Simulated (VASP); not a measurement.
CaO, 2 atoms in the cell. Symmetry: Fm-3m, No. 225, cubic system. The conventional cell has a = 4.898 Å, b = 4.898 Å, c = 4.898 Å, α = 90.00°, β = 90.00°, γ = 90.00°. Ca (site symmetry m-3m) has 6 O at 2.45 Å within 3.2 Å. Within 3.2 Å of O (site symmetry m-3m) lie 6 Ca at 2.45 Å. 

* Program: VASP 6.6.1
* Task: single point
* Functional: PBE
* Dispersion: D3(BJ)
* Potentials or basis: VASP PAW PBE potentials, release 64 (Ca_sv, O)
* Cutoff: 600 eV
* k mesh: 6 × 6 × 6
* Occupations: gaussian, width 0.1 eV
* Spin: no spin polarisation
* Dipole correction: no
* Further INCAR settings: ALGO = Normal; EDIFF = 1e-06; NBANDS = 15

Potentials or basis: VASP PAW PBE potentials, release 64 (Ca_sv, O).

Command:

```console
$ cat potpaw_PBE.64/Ca_sv/POTCAR potpaw_PBE.64/O/POTCAR > POTCAR
$ mpirun -np 1 vasp_std > vasp.out
```

Hardware: 1 thread of Intel(R) Xeon(R) Platinum 8488C (Sapphire Rapids) (shared host).

Problem. How long does it take, and how much memory?

Solution. It took 13 s on 1 thread of Intel(R) Xeon(R) Platinum 8488C (Sapphire Rapids) (shared host), peak memory 0.16 GiB. Counts: scf iterations 12, k points 16.
